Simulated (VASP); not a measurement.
Runs of VASP 6.6.1 on BaTe. Symmetry: Pm-3m, No. 221, cubic system. The conventional cell has a = 4.245 Å, b = 4.245 Å, c = 4.245 Å, α = 90.00°, β = 90.00°, γ = 90.00°. Within 4.8 Å of Ba (site symmetry m-3m) lie 8 Te at 3.68 Å and 6 Ba at 4.24 Å. Within 4.8 Å of Te (site symmetry m-3m) lie 8 Ba at 3.68 Å and 6 Te at 4.24 Å. 

| level | potentials or basis | grid for exact exchange (PRECFOCK) | share of exact exchange | screening parameter | gap on the mesh (eV) | pressure (GPa) |
| --- | --- | --- | --- | --- | --- | --- |
| PBE | VASP PAW PBE potentials, release 64 (Ba_sv, Te) | - | - | - | (b) | 0.6 |
| HSE06 | VASP PAW PBE potentials, release 64 (Ba_sv, Te) | Normal | 0.25 | 0.2079 1/Å | 1.44 | 0.0 |
| r2SCAN | VASP PAW PBE potentials, release 64 (Ba_sv, Te) | - | - | - | (a) | 0.6 |
| LDA | VASP PAW LDA potentials, release 64 (Ba_sv, Te) | - | - | - | 0.61 | -2.4 |

Alike in all rows: task single point; no spin polarisation; cell as given; k mesh 4 × 4 × 4; cutoff (eV) 520; smearing gaussian 0.01 eV.

Fill in the values left out.

(a) 1.09; (b) 0.74.

Caveats: spin-orbit coupling is left out, which moves the levels of the heavy elements; the PAW data sets were made with another functional, which shifts forces and pressure a little (at least some runs).

A k mesh can miss the band edges, and the runs leave out spin-orbit coupling on Ba, Te.
